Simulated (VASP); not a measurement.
# FeH2O (P4/mmm) in VASP: further runs

FeH2O is run at these levels: PBE; tasks: single point.

Program: VASP 6.6.1. These are calculated values, not measurements. Logs are shortened: lines on timing, memory, paths and dates and some standing lists are left out, and cuts for length are marked.

## 1. The cell of the first run

It takes space group P4/mmm (No. 123, tetragonal). The conventional cell has a = 3.267 Å, b = 3.267 Å, c = 3.377 Å, α = 90.00°, β = 90.00°, γ = 90.00°. Fe (site symmetry 4/mmm) has 4 H at 1.63 Å and 2 O at 1.69 Å within 2.2 Å. Within 2.2 Å of H (site symmetry mmm) lie 2 Fe at 1.63 Å. Within 2.2 Å of O (site symmetry 4/mmm) lie 2 Fe at 1.69 Å.

## 2. Single point, PBE, collinear spin, ferromagnetic start

INCAR reads:

```
  PREC = Accurate
  ENCUT = 520
  EDIFF = 1E-6
  ISMEAR = 0
  SIGMA = 0.1
  LREAL = F
  LASPH = T
  NELM = 150
  ALGO = Normal
  ISIF = 2
  LWAVE = F
  LCHARG = F
  ISPIN = 2
  MAGMOM = 0.34 0 0 0
  LORBIT = 11
  LMAXMIX = 4
  GGA = PE
  NBANDS = 20
```

KPOINTS reads:

```
Automatic mesh
0
Gamma
  14 14 14
```

POSCAR reads:

```
FeH2O
1.0
    3.2670402647      0.0000000000      0.0000000000
    0.0000000000      3.2670402647      0.0000000000
    0.0000000000      0.0000000000      3.3773879771
Fe H O
1 2 1
Direct
    0.0000000000      0.0000000000      0.0000000000
    0.5000000000      0.0000000000      0.0000000000
    0.0000000000      0.5000000000      0.0000000000
    0.0000000000      0.0000000000      0.5000000000
```

Potentials or basis: VASP PAW PBE potentials, release 64 (Fe, H, O).

Launch:

```
cat potpaw_PBE.64/Fe/POTCAR potpaw_PBE.64/H/POTCAR potpaw_PBE.64/O/POTCAR > POTCAR
mpirun -np 1 vasp_std > vasp.out
```

OUTCAR:

```text
PREC = Accurate
   ENCUT = 520
   EDIFF = 1E-6
   ISMEAR = 0
   LREAL = F
   LASPH = T
   NELM = 150
   ISIF = 2
   ISPIN = 2
   LORBIT = 11
   GGA = PE

 ion  position               nearest neighbor table
   1  0.000  0.000  0.000-   2 1.63   3 1.63   3 1.63   2 1.63   4 1.69   4 1.69
   2  0.500  0.000  0.000-   1 1.63   1 1.63
   3  0.000  0.500  0.000-   1 1.63   1 1.63
   4  0.000  0.000  0.500-   1 1.69   1 1.69

  LATTYP: Found a simple tetragonal cell.
 ALAT       =     3.2670402647
 C/A-ratio  =     1.0337760491

  Lattice vectors:

 A1 = (   3.2670402647,   0.0000000000,   0.0000000000)
 A2 = (   0.0000000000,   3.2670402647,   0.0000000000)
 A3 = (   0.0000000000,   0.0000000000,   3.3773879771)

Analysis of symmetry for initial positions (statically):
=====================================================================
 Subroutine PRICEL returns:
 Original cell was already a primitive cell.

 Routine SETGRP: Setting up the symmetry group for a
 simple tetragonal supercell.

 Subroutine GETGRP returns: Found 16 space group operations
 (whereof 16 operations were pure point group operations)
 out of a pool of 16 trial point group operations.

The static configuration has the point symmetry D_4h.

Analysis of symmetry for dynamics (positions and initial velocities):
=====================================================================
 Subroutine PRICEL returns:
 Original cell was already a primitive cell.

 Routine SETGRP: Setting up the symmetry group for a
 simple tetragonal supercell.

 Subroutine GETGRP returns: Found 16 space group operations
 (whereof 16 operations were pure point group operations)
 out of a pool of 16 trial point group operations.

The dynamic configuration has the point symmetry D_4h.

Analysis of structural, dynamic, and magnetic symmetry:
=====================================================================
 Subroutine PRICEL returns:
 Original cell was already a primitive cell.

 Routine SETGRP: Setting up the symmetry group for a
 simple tetragonal supercell.

 Subroutine GETGRP returns: Found 16 space group operations
 (whereof 16 operations were pure point group operations)
 out of a pool of 16 trial point group operations.

The overall configuration has the point symmetry D_4h.

 Subroutine INISYM returns: Found 16 space group operations
 (whereof 16 operations are pure point group operations),
 and found     1 'primitive' translations

----------------------------------------------------------------------------------------

                                     Primitive cell

  volume of cell :      36.0487

  direct lattice vectors                    reciprocal lattice vectors
     3.267040265  0.000000000  0.000000000     0.306087443  0.000000000  0.000000000
     0.000000000  3.267040265  0.000000000     0.000000000  0.306087443  0.000000000
     0.000000000  0.000000000  3.377387977     0.000000000  0.000000000  0.296086800

  length of vectors
     3.267040265  3.267040265  3.377387977     0.306087443  0.306087443  0.296086800

  position of ions in fractional coordinates (direct lattice)
     0.000000000  0.000000000  0.000000000
     0.500000000  0.000000000  0.000000000
     0.000000000  0.500000000  0.000000000
     0.000000000  0.000000000  0.500000000

  ion indices of the primitive-cell ions
   primitive index   ion index
                 1           1
                 2           2
                 3           3
                 4           4

----------------------------------------------------------------------------------------

 KPOINTS: Automatic mesh

Automatic generation of k-mesh.
 Grid dimensions read from file:
 generate k-points for:   14   14   14

 Generating k-lattice:

  Cartesian coordinates                     Fractional coordinates (reciprocal lattice)
     0.021863389  0.000000000  0.000000000     0.071428571  0.000000000  0.000000000
     0.000000000  0.021863389  0.000000000     0.000000000  0.071428571  0.000000000
     0.000000000  0.000000000  0.021149057     0.000000000  0.000000000  0.071428571

  Length of vectors
     0.021863389  0.021863389  0.021149057

  Shift w.r.t. Gamma in fractional coordinates (k-lattice)
     0.000000000  0.000000000  0.000000000

 Subroutine IBZKPT returns following result:
 ===========================================

 Found    288 irreducible k-points:

 Following reciprocal coordinates:
            Coordinates               Weight
  0.000000  0.000000  0.000000      1.000000
  0.071429  0.000000  0.000000      4.000000
  0.142857  0.000000  0.000000      4.000000
  0.214286  0.000000  0.000000      4.000000
  0.285714  0.000000  0.000000      4.000000
  0.357143  0.000000  0.000000      4.000000
[... 16 lines left out ...]
  0.285714  0.214286  0.000000      8.000000
  0.357143  0.214286  0.000000      8.000000
 [... further k-points ...]
   k-points           NKPTS =    288   k-points in BZ     NKDIM =    288   number of bands    NBANDS=     20
   number of dos      NEDOS =    301   number of ions     NIONS =      4
   total plane-waves  NPLWV =  16128
   dimension x,y,z NGX =    24 NGY =   24 NGZ =   28
   dimension x,y,z NGXF=    48 NGYF=   48 NGZF=   56
   ions per type =               1   2   1
   NGX,Y,Z   is equivalent  to a cutoff of  12.21, 12.21, 13.78 a.u.
   NGXF,Y,Z  is equivalent  to a cutoff of  24.43, 24.43, 27.57 a.u.
 SYSTEM =  unknown system
   PREC   = accura    normal or accurate (medium, high low for compatibility)
   ISTART =      0    job   : 0-new  1-cont  2-samecut
   ICHARG =      2    charge: 1-file 2-atom 10-const
   ISPIN  =      2    spin polarized calculation?
   LNONCOLLINEAR =      F non collinear calculations
   LSORBIT =      F    spin-orbit coupling
   LASPH  =      T    aspherical Exc in radial PAW
   ENCUT  =  520.0 eV  38.22 Ry    6.18 a.u.   6.07  6.07  6.28*2*pi/ulx,y,z
   NELM   =    150;   NELMIN=  2; NELMDL= -5     # of ELM steps
   EDIFF  = 0.1E-05   stopping-criterion for ELM
   LREAL  =      F    real-space projection
   EDIFFG = 0.1E-04   stopping-criterion for IOM
   NSW    =      0    number of steps for IOM
   IBRION =     -1    ionic relax: 0-MD 1-quasi-New 2-CG
   NFREE  =      0    steps in history (QN), initial steepest desc. (CG)
   ISIF   =      2    stress and relaxation
   ISYM   =      2    0-nonsym 1-usesym 2-fastsym
   POTIM  = 0.5000    time-step for ionic-motion
   TEBEG  =    0.0;   TEEND  =   0.0 temperature during run
   PSTRESS=    0.0 pullay stress
   NELECT =      16.0000    total number of electrons
   NUPDOWN=      -1.0000    fix difference up-down
   EMIN   =  10.00;   EMAX   =-10.00  energy-range for DOS
   EFERMI =   0.00;   METHOD = LEGACY
   ISMEAR =     0;   SIGMA  =   0.10  broadening in eV -4-tet -1-fermi 0-gaus
   EFERMI_NEDOS =   21; number of points for ismear=-14 and -15
   IALGO  =     38    algorithm
   IMIX   =      4    mixing-type and parameters
     AMIX     =   0.40;   BMIX     =  1.00
     AMIX_MAG =   1.60;   BMIX_MAG =  1.00
  volume/ion in A,a.u.               =       9.01        60.82
  Fermi-wavevector in a.u.,A,eV,Ry     =   1.248777  2.359846 21.217520  1.559444
  Thomas-Fermi vector in A             =   2.382848
   LORBIT       =     11    0 simple, 1 ext, 2 COOP (PROOUT), +10 PAW based schemes
   GGA     = PE    functional components
   LHFCALC =     F    Hartree Fock is set to
   AEXX    =    0.0000 exact exchange contribution
   IVDW    =     0    specifies the selected vdW correction
   LEPSILON=     F    determine dielectric tensor
   LRPA    =     F    only Hartree local field effects (RPA)
 spin polarized calculation
 Gauss-broadening in eV      SIGMA  =   0.10
  energy-cutoff  :      520.00
  volume of cell :       36.05
 maximum number of plane-waves:       994
   NGX = 13   NGY = 13   NGZ = 13

 number of electron      15.9999988 magnetization       0.2131640

 Free energy of the ion-electron system (eV)
  ---------------------------------------------------
  ext. energy  EPLUGINS =         0.00000000
  ---------------------------------------------------
  free energy    TOTEN  =       -20.62970849 eV

  energy without entropy =      -20.62057521  energy(sigma->0) =      -20.62514185

 E-fermi :   0.6839     XC(G=0):  -9.6170

 val. band max:        0.6810278381   @ k =   0.4286   0.0714   0.2857
 cond. band min:       0.6845563215   @ k =   0.5000   0.0714   0.2143
 fundamental gap:      0.0035284834
 Fermi energy:         0.6838734451

 spin component 1

 k-point     1 :       0.0000    0.0000    0.0000
  band No.  band energies     occupation
      1     -18.9436      1.00000
      2      -6.0129      1.00000
      3      -3.7874      1.00000
      4      -3.7851      1.00000
      5      -2.5246      1.00000
      6      -2.5246      1.00000
[... 12 lines left out ...]
     19      24.0518      0.00000
     20      24.0518      0.00000

 k-point     2 :       0.0714    0.0000    0.0000
  band No.  band energies     occupation
      1     -18.9370      1.00000
      2      -5.9733      1.00000
      3      -3.8072      1.00000
      4      -3.7785      1.00000
      5      -2.5187      1.00000
      6      -2.4943      1.00000
[... 12 lines left out ...]
     19      23.0340      0.00000
     20      23.4988      0.00000
[... 465 lines left out ...]
      3      -4.1656      1.00000
      4      -3.6502      1.00000
      5      -2.1588      1.00000
      6      -1.7275      1.00000
[... 12 lines left out ...]
     19      22.0847      0.00000
     20      22.6752      0.00000

 k-point    24 :       0.3571    0.2143    0.0000
  band No.  band energies     occupation
      1     -18.7836      1.00000
      2      -5.0332      1.00000
      3      -4.2865      1.00000
      4      -3.6215      1.00000
      5      -2.1213      1.00000
      6      -1.2194      1.00000
[... 12 lines left out ...]
     19      21.7602      0.00000
     20      22.7236      0.00000

 [... further k-points ...]

 spin component 2

 k-point     1 :       0.0000    0.0000    0.0000
  band No.  band energies     occupation
      1     -18.9240      1.00000
      2      -5.9947      1.00000
      3      -3.7717      1.00000
      4      -3.6600      1.00000
      5      -2.5011      1.00000
      6      -2.5011      1.00000
[... 12 lines left out ...]
     19      24.1069      0.00000
     20      24.1069      0.00000

 k-point     2 :       0.0714    0.0000    0.0000
  band No.  band energies     occupation
      1     -18.9173      1.00000
      2      -5.9554      1.00000
      3      -3.7651      1.00000
      4      -3.6875      1.00000
      5      -2.4952      1.00000
      6      -2.4624      1.00000
[... 12 lines left out ...]
     19      23.0679      0.00000
     20      23.5438      0.00000
[... 465 lines left out ...]
      3      -4.1242      1.00000
      4      -3.6367      1.00000
      5      -2.1105      1.00000
      6      -1.6200      1.00000
[... 12 lines left out ...]
     19      22.0780      0.00000
     20      22.6947      0.00000

 k-point    24 :       0.3571    0.2143    0.0000
  band No.  band energies     occupation
      1     -18.7634      1.00000
      2      -5.0233      1.00000
      3      -4.2511      1.00000
      4      -3.6081      1.00000
      5      -2.0653      1.00000
      6      -1.1062      1.00000
[... 12 lines left out ...]
     19      21.7688      0.00000
     20      22.7356      0.00000

 [... further k-points ...]
[... 5 lines left out ...]
  --------------------------------------------------------------------------------------
  -------------------------------------------------------------------------------------
  Total       -0.0507676     -0.0507676      0.7326778      0.0000000      0.0000000     -0.0000000
  in kB       -2.2563565     -2.2563565     32.5636965      0.0000000      0.0000000     -0.0000000
  external PRESSURE =       9.3503278 kB  Pullay stress =       0.0000000 kB

 VOLUME and BASIS-vectors are now :
 -----------------------------------------------------------------------------
  energy-cutoff  :      520.00
  volume of cell :       36.05
      direct lattice vectors                 reciprocal lattice vectors
     3.267040265  0.000000000  0.000000000     0.306087443  0.000000000  0.000000000
     0.000000000  3.267040265  0.000000000     0.000000000  0.306087443  0.000000000
     0.000000000  0.000000000  3.377387977     0.000000000  0.000000000  0.296086800

 POSITION                                       TOTAL-FORCE (eV/Angst)
 -----------------------------------------------------------------------------------
      0.00000      0.00000      0.00000         0.000000      0.000000      0.000000
      1.63352      0.00000      0.00000         0.000000      0.000000      0.000000
      0.00000      1.63352      0.00000         0.000000      0.000000      0.000000
      0.00000      0.00000      1.68869         0.000000      0.000000      0.000000
 -----------------------------------------------------------------------------------
    total drift:                                0.000000      0.000000     -0.000000

  FREE ENERGIE OF THE ION-ELECTRON SYSTEM (eV)
  ---------------------------------------------------
  free  energy   TOTEN  =       -20.6297084885 eV

  energy  without entropy=      -20.6205752140  energy(sigma->0) =      -20.62514185

 total charge

# of ion       s       p       d       tot
------------------------------------------
    1        0.530   0.810   6.460   7.800
    2        0.534   0.015   0.000   0.549
    3        0.534   0.015   0.000   0.549
    4        1.585   3.385   0.000   4.970
--------------------------------------------------
tot          3.184   4.224   6.460  13.869

 magnetization (x)

# of ion       s       p       d       tot
------------------------------------------
    1        0.007  -0.000   0.215   0.223
    2       -0.008   0.001   0.000  -0.007
    3       -0.008   0.001   0.000  -0.007
    4       -0.000   0.007   0.000   0.007
--------------------------------------------------
tot         -0.009   0.008   0.215   0.215
```

Run time: 3.1 min. Hardware: 1 thread of AMD EPYC 9R45 (Zen 5), shared host; peak memory 0.38 GiB.

What came out:

```
Free energy                                           : -20.6297 eV
Pressure                                              : 0.9 GPa
Net moment                                            : 0.21 μB per cell
Site moments                                          : Fe +0.22; H -0.01; O +0.01 μB
Valence electrons inside the program's atomic spheres : Fe 7.80; H 0.55; O 4.97
```

Stress tensor (GPa, compression positive):
```
-0.23  0.00  0.00
 0.00 -0.23  0.00
 0.00  0.00  3.26
```

[end of part 1 of 2]
